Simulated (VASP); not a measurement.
A run of VASP 6.6.1 is set up as follows.

The input INCAR:

```
SYSTEM = SrO
  ALGO = Normal
  EDIFF = 1E-6
  ENCUT = 520
  GGA = PE
  ISIF = 2
  ISMEAR = -1
  LASPH = .True.
  LCHARG = .False.
  LREAL = .False.
  LWAVE = .False.
  NBANDS = 15
  NELM = 60
  PREC = Accurate
  SIGMA = 0.02
```

KPOINTS

```
k-points
0
Gamma
  8 8 8
  0 0 0
```

Contents of POSCAR:

```
SrO
1.0
    0.0000000000      2.5612052870      2.5612052870
    2.5612052870      0.0000000000      2.5612052870
    2.5612052870      2.5612052870      0.0000000000
Sr O
1 1
Direct
    0.0000000000      0.0000000000      0.0000000000
    0.5000000000      0.5000000000      0.5000000000
```

Potentials or basis: VASP PAW PBE potentials, release 64 (Sr_sv, O).

The run is started by

```bash
$ cat potpaw_PBE.64/Sr_sv/POTCAR potpaw_PBE.64/O/POTCAR > POTCAR
$ mpirun -np 1 vasp_std > vasp.out
```

(1) Estimate the band gap on the k mesh.

(2) Estimate the pressure.

Results:

(1) 3.26 eV, indirect (least direct gap 3.34 eV).

(2) 4.5 GPa.
